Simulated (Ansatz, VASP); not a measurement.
## Two plane-wave programs on NaF

```xyz
2
Lattice="0.0000 2.4395 2.2071 2.4395 0.0000 2.2071 2.4395 2.4395 0.0000" Properties=species:S:1:pos:R:3 pbc="T T T"
Na    0.0000    0.0000    0.0000
F     2.4395    2.4395    2.2071
```

Change from the starting cell: strain +0.050 along x and y, -0.050 along z, atoms carried along.

Alike in both runs: task single point; functional LDA; k mesh 8 × 8 × 8; occupations gaussian, width 0.05 eV; no spin polarisation.

|  | VASP | Ansatz |
| --- | --- | --- |
| version | VASP 6.6.1 | Ansatz 0.2.0 |
| potentials or method | VASP PAW LDA potentials, release 64 (Na_pv, F), cutoff 520 eV | scalar-relativistic, plane waves, PAW |
| valence electrons in the cell | 14 | 16 |

|  | VASP | Ansatz | Ansatz less VASP |
| --- | --- | --- | --- |
| gap on the k mesh at the Fermi level (eV) | 5.66 | 5.68 | +0.021 |
| least direct gap on the mesh (eV) | 5.66 | 5.68 | +0.021 |
| pressure (GPa) | -5.2 | -5.1 | +0.09 |
| traceless stress, the component that is largest in VASP (GPa) | 4.20 | 4.05 | -0.149 |

LDA's correlation is that of Perdew and Zunger in VASP and of Perdew and Wang (1992) in Ansatz. VASP's potentials hold 14 valence electrons a cell and Ansatz's 16, so a difference there can come from the potentials and not from the codes.
